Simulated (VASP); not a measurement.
# Hg (P6_3/mmc) in VASP: notebook

The runs below take Hg through single point, with PBE+D3(BJ).

Everything below comes from runs of VASP 6.6.1. Logs are shortened: lines on timing, memory, paths and dates and some standing lists are left out, and cuts for length are marked.

**1. The cell of the first run**

The structure is hexagonal, space group P6_3/mmc (No. 194). The conventional cell has a = 3.192 Å, b = 3.192 Å, c = 10.187 Å, α = 90.00°, β = 90.00°, γ = 120.00°. Hg (site symmetry -3m) has 12 Hg at 3.14 to 3.19 Å within 4.1 Å. Hg (site symmetry -6m2) has 12 Hg at 3.14 to 3.19 Å within 4.1 Å.

**2. Single point, PBE+D3(BJ)**

The input, INCAR:

```
SYSTEM = Hg
PREC = Accurate ; ENCUT = 520
EDIFF = 1E-6 ; ISMEAR = 0
SIGMA = 0.1 ; LREAL = .FALSE.
LASPH = .TRUE. ; NELM = 60
ALGO = Fast ; ISIF = 2
LWAVE = .FALSE. ; LCHARG = .TRUE.
GGA = PE ; IVDW = 12
LELF = .TRUE. ; LVHAR = .TRUE.
NBANDS = 32
```

The input, KPOINTS:

```
Automatic mesh
0
G
  12 12 4
  0 0 0
```

The input, POSCAR:

```
Hg
1.0
    3.1921486608      0.0000000000      0.0000000000
   -1.5960743304      2.7644818329      0.0000000000
    0.0000000000      0.0000000000     10.1866235629
Hg
4
Direct
    0.0000000000      0.0000000000      0.0000000000
    0.3333333333      0.6666666667      0.2500000000
    0.0000000000      0.0000000000      0.5000000000
    0.6666666667      0.3333333333      0.7500000000
```

Potentials or basis: VASP PAW PBE potentials, release 64 (Hg).

Started as:

```sh
$ cat potpaw_PBE.64/Hg/POTCAR > POTCAR
$ mpirun -np 1 vasp_std > vasp.out
```

OUTCAR:

```text
SYSTEM = Hg
   PREC = Accurate
   ENCUT = 520
   EDIFF = 1E-6
   ISMEAR = 0
   LREAL = .FALSE.
   LASPH = .TRUE.
   NELM = 60
   ISIF = 2
   GGA = PE
   IVDW = 12
 IVDW          = 12

 ion  position               nearest neighbor table
   1  0.000  0.000  0.000-   2 3.14   4 3.14   2 3.14   4 3.14   4 3.14   2 3.14
   2  0.333  0.667  0.250-   1 3.14   3 3.14   1 3.14   3 3.14   1 3.14   3 3.14
   3  0.000  0.000  0.500-   2 3.14   4 3.14   2 3.14   4 3.14   4 3.14   2 3.14
   4  0.667  0.333  0.750-   1 3.14   3 3.14   1 3.14   3 3.14   1 3.14   3 3.14

  LATTYP: Found a hexagonal cell.
 ALAT       =     3.1921486608
 C/A-ratio  =     3.1911494875

  Lattice vectors:

 A1 = (   3.1921486608,   0.0000000000,   0.0000000000)
 A2 = (  -1.5960743304,   2.7644818329,   0.0000000000)
 A3 = (   0.0000000000,   0.0000000000,  10.1866235629)

Analysis of symmetry for initial positions (statically):
=====================================================================
 Subroutine PRICEL returns:
 Original cell was already a primitive cell.

 Routine SETGRP: Setting up the symmetry group for a
 hexagonal supercell.

 Subroutine GETGRP returns: Found 24 space group operations
 (whereof 12 operations were pure point group operations)
 out of a pool of 24 trial point group operations.

The static configuration has the point symmetry D_3d.
 The point group associated with its full space group is D_6h.

Analysis of symmetry for dynamics (positions and initial velocities):
=====================================================================
 Subroutine PRICEL returns:
 Original cell was already a primitive cell.

 Routine SETGRP: Setting up the symmetry group for a
 hexagonal supercell.

 Subroutine GETGRP returns: Found 24 space group operations
 (whereof 12 operations were pure point group operations)
 out of a pool of 24 trial point group operations.

The dynamic configuration has the point symmetry D_3d.
 The point group associated with its full space group is D_6h.

 Subroutine INISYM returns: Found 24 space group operations
 (whereof 12 operations are pure point group operations),
 and found     1 'primitive' translations

----------------------------------------------------------------------------------------

                                     Primitive cell

  volume of cell :      89.8933

  direct lattice vectors                    reciprocal lattice vectors
     3.192148661  0.000000000  0.000000000     0.313268618  0.180865721  0.000000000
    -1.596074330  2.764481833  0.000000000     0.000000000  0.361731442  0.000000000
     0.000000000  0.000000000 10.186623563     0.000000000  0.000000000  0.098167955

  length of vectors
     3.192148661  3.192148661 10.186623563     0.361731442  0.361731442  0.098167955

  position of ions in fractional coordinates (direct lattice)
     0.000000000  0.000000000  0.000000000
     0.333333333  0.666666667  0.250000000
     0.000000000  0.000000000  0.500000000
     0.666666667  0.333333333  0.750000000

  ion indices of the primitive-cell ions
   primitive index   ion index
                 1           1
                 2           2
                 3           3
                 4           4

----------------------------------------------------------------------------------------

 KPOINTS: Automatic mesh

Automatic generation of k-mesh.
 Grid dimensions read from file:
 generate k-points for:   12   12    4

 Generating k-lattice:

  Cartesian coordinates                     Fractional coordinates (reciprocal lattice)
     0.026105718  0.015072143  0.000000000     0.083333333 -0.000000000  0.000000000
     0.000000000  0.030144287  0.000000000     0.000000000  0.083333333  0.000000000
     0.000000000  0.000000000  0.024541989     0.000000000  0.000000000  0.250000000

  Length of vectors
     0.030144287  0.030144287  0.024541989

  Shift w.r.t. Gamma in fractional coordinates (k-lattice)
     0.000000000  0.000000000  0.000000000

 Subroutine IBZKPT returns following result:
 ===========================================

 Found     57 irreducible k-points:

 Following reciprocal coordinates:
            Coordinates               Weight
  0.000000  0.000000  0.000000      1.000000
  0.083333 -0.000000  0.000000      6.000000
  0.166667 -0.000000  0.000000      6.000000
  0.250000 -0.000000  0.000000      6.000000
  0.333333  0.000000  0.000000      6.000000
  0.416667 -0.000000  0.000000      6.000000
[... 16 lines left out ...]
  0.250000 -0.000000  0.250000     12.000000
  0.333333  0.000000  0.250000     12.000000
 [... further k-points ...]
   k-points           NKPTS =     57   k-points in BZ     NKDIM =     57   number of bands    NBANDS=     32
   number of dos      NEDOS =    301   number of ions     NIONS =      4
   total plane-waves  NPLWV =  46080
   dimension x,y,z NGX =    24 NGY =   24 NGZ =   80
   dimension x,y,z NGXF=    48 NGYF=   48 NGZF=  160
   ions per type =               4
   NGX,Y,Z   is equivalent  to a cutoff of  12.50, 12.50, 13.06 a.u.
   NGXF,Y,Z  is equivalent  to a cutoff of  25.00, 25.00, 26.11 a.u.
 SYSTEM =  Hg
   PREC   = accura    normal or accurate (medium, high low for compatibility)
   ISTART =      0    job   : 0-new  1-cont  2-samecut
   ICHARG =      2    charge: 1-file 2-atom 10-const
   ISPIN  =      1    spin polarized calculation?
   LNONCOLLINEAR =      F non collinear calculations
   LSORBIT =      F    spin-orbit coupling
   LASPH  =      T    aspherical Exc in radial PAW
   ENCUT  =  520.0 eV  38.22 Ry    6.18 a.u.   5.94  5.94 18.94*2*pi/ulx,y,z
   NELM   =     60;   NELMIN=  2; NELMDL= -5     # of ELM steps
   EDIFF  = 0.1E-05   stopping-criterion for ELM
   LREAL  =      F    real-space projection
   EDIFFG = 0.1E-04   stopping-criterion for IOM
   NSW    =      0    number of steps for IOM
   IBRION =     -1    ionic relax: 0-MD 1-quasi-New 2-CG
   NFREE  =      0    steps in history (QN), initial steepest desc. (CG)
   ISIF   =      2    stress and relaxation
   ISYM   =      2    0-nonsym 1-usesym 2-fastsym
   POTIM  = 0.5000    time-step for ionic-motion
   TEBEG  =    0.0;   TEEND  =   0.0 temperature during run
   PSTRESS=    0.0 pullay stress
   NELECT =      48.0000    total number of electrons
   NUPDOWN=      -1.0000    fix difference up-down
   EMIN   =  10.00;   EMAX   =-10.00  energy-range for DOS
   EFERMI =   0.00;   METHOD = LEGACY
   ISMEAR =     0;   SIGMA  =   0.10  broadening in eV -4-tet -1-fermi 0-gaus
   EFERMI_NEDOS =   21; number of points for ismear=-14 and -15
   IALGO  =     68    algorithm
   IMIX   =      4    mixing-type and parameters
     AMIX     =   0.40;   BMIX     =  1.00
     AMIX_MAG =   1.60;   BMIX_MAG =  1.00
  volume/ion in A,a.u.               =      22.47       151.66
  Fermi-wavevector in a.u.,A,eV,Ry     =   1.328147  2.509834 24.000336  1.763975
  Thomas-Fermi vector in A             =   2.457406
   LORBIT       =      0    0 simple, 1 ext, 2 COOP (PROOUT), +10 PAW based schemes
   GGA     = PE    functional components
   LHFCALC =     F    Hartree Fock is set to
   AEXX    =    0.0000 exact exchange contribution
   IVDW    =    12    specifies the selected vdW correction
   LEPSILON=     F    determine dielectric tensor
   LRPA    =     F    only Hartree local field effects (RPA)
 non-spin polarized calculation
 RMM-DIIS sequential band-by-band and
 Gauss-broadening in eV      SIGMA  =   0.10
  energy-cutoff  :      520.00
  volume of cell :       89.89
 maximum number of plane-waves:      2443
 NGX is ok and might be reduce to    24
   NGX = 11   NGY = 11   NGZ = 37

 number of electron      48.0000013 magnetization

 Free energy of the ion-electron system (eV)
  ---------------------------------------------------
  ext. energy  EPLUGINS =         0.00000000
  ---------------------------------------------------
  free energy    TOTEN  =        -0.21102562 eV

  energy without entropy =       -0.20549287  energy(sigma->0) =       -0.20825925

 E-fermi :   3.0190     XC(G=0): -11.1372

 val. band max:        3.0142497924   @ k =   0.3333   0.1667   0.2500
 cond. band min:       3.0450474251   @ k =   0.4167   0.1667   0.0000
 fundamental gap:      0.0307976327
 Fermi energy:         3.0190261344

 k-point     1 :       0.0000    0.0000    0.0000
  band No.  band energies     occupation
      1      -6.3109      2.00000
      2      -5.1080      2.00000
      3      -5.0823      2.00000
      4      -5.0761      2.00000
      5      -4.0577      2.00000
      6      -4.0577      2.00000
[... 24 lines left out ...]
     31      16.3582      0.00000
     32      16.9104      0.00000

 k-point     2 :       0.0833   -0.0000    0.0000
  band No.  band energies     occupation
      1      -6.1510      2.00000
      2      -5.0185      2.00000
      3      -4.9468      2.00000
      4      -4.9396      2.00000
      5      -4.1040      2.00000
      6      -4.0876      2.00000
[... 24 lines left out ...]
     31      15.3149      0.00000
     32      15.9191      0.00000

 k-point     3 :       0.1667   -0.0000    0.0000
  band No.  band energies     occupation
      1      -5.7053      2.00000
      2      -4.8196      2.00000
      3      -4.6346      2.00000
      4      -4.6278      2.00000
      5      -4.2983      2.00000
      6      -4.1701      2.00000
[... 24 lines left out ...]
     31      13.4998      0.00000
     32      15.4551      0.00000

 k-point     4 :       0.2500   -0.0000    0.0000
  band No.  band energies     occupation
      1      -5.1671      2.00000
      2      -4.7535      2.00000
      3      -4.6337      2.00000
      4      -4.5056      2.00000
      5      -4.4005      2.00000
      6      -4.3835      2.00000
[... 654 lines left out ...]
     31      13.9373      0.00000
     32      14.6302      0.00000

 k-point    23 :       0.2500   -0.0000    0.2500
  band No.  band energies     occupation
      1      -5.1163      2.00000
      2      -4.7896      2.00000
      3      -4.7230      2.00000
      4      -4.5403      2.00000
      5      -4.3863      2.00000
      6      -4.2489      2.00000
[... 24 lines left out ...]
     31      12.7809      0.00000
     32      13.4163      0.00000

 k-point    24 :       0.3333    0.0000    0.2500
  band No.  band energies     occupation
      1      -4.9949      2.00000
      2      -4.8388      2.00000
      3      -4.8134      2.00000
      4      -4.6402      2.00000
      5      -4.5974      2.00000
      6      -4.3647      2.00000
[... 24 lines left out ...]
     31      11.1820      0.00000
     32      12.3976      0.00000

 [... further k-points ...]

------------------------ aborting loop because EDIFF is reached ----------------------------------------

 Edisp (eV)   -1.86349

 E8    (eV) :    -0.8431

  FORCE on cell =-STRESS in cart. coord.  units (eV):
  Direction    XX          YY          ZZ          XY          YZ          ZX
  --------------------------------------------------------------------------------------
  -------------------------------------------------------------------------------------
  Total       2.49214     2.49214     2.51555     0.00000     0.00000    -0.00000
  in kB      44.41774    44.41774    44.83490     0.00000     0.00000    -0.00000
  external pressure =       44.56 kB  Pullay stress =        0.00 kB

 VOLUME and BASIS-vectors are now :
 -----------------------------------------------------------------------------
  energy-cutoff  :      520.00
  volume of cell :       89.89
      direct lattice vectors                 reciprocal lattice vectors
     3.192148661  0.000000000  0.000000000     0.313268618  0.180865721  0.000000000
    -1.596074330  2.764481833  0.000000000     0.000000000  0.361731442  0.000000000
     0.000000000  0.000000000 10.186623563     0.000000000  0.000000000  0.098167955

 POSITION                                       TOTAL-FORCE (eV/Angst)
 -----------------------------------------------------------------------------------
      0.00000      0.00000      0.00000         0.000000      0.000000      0.000000
     -0.00000      1.84299      2.54666        -0.000000      0.000000     -0.000000
      0.00000      0.00000      5.09331         0.000000      0.000000      0.000000
      1.59607      0.92149      7.63997         0.000000      0.000000      0.000000
 -----------------------------------------------------------------------------------
    total drift:                               -0.000000      0.000000     -0.000000

  FREE ENERGIE OF THE ION-ELECTRON SYSTEM (eV)
  ---------------------------------------------------
  free  energy   TOTEN  =        -2.0745146800 eV

  energy  without entropy=       -2.0689819350  energy(sigma->0) =       -2.07174831
```

It took 41 s on 1 thread of Intel Xeon 6975P-C (Granite Rapids), shared host; peak memory 0.28 GiB.

Results:

* Free energy: -2.0745 eV
* Pressure: 4.5 GPa
* Band gap on the k mesh: zero (bands 24 and 25 overlap by 1.50 eV)
* Dispersion energy per atom: -0.466 eV

Caveat: the cell stands under pressure; spin-orbit coupling is left out, which moves the levels of the heavy elements.

(Continued in part 2 of 2.)
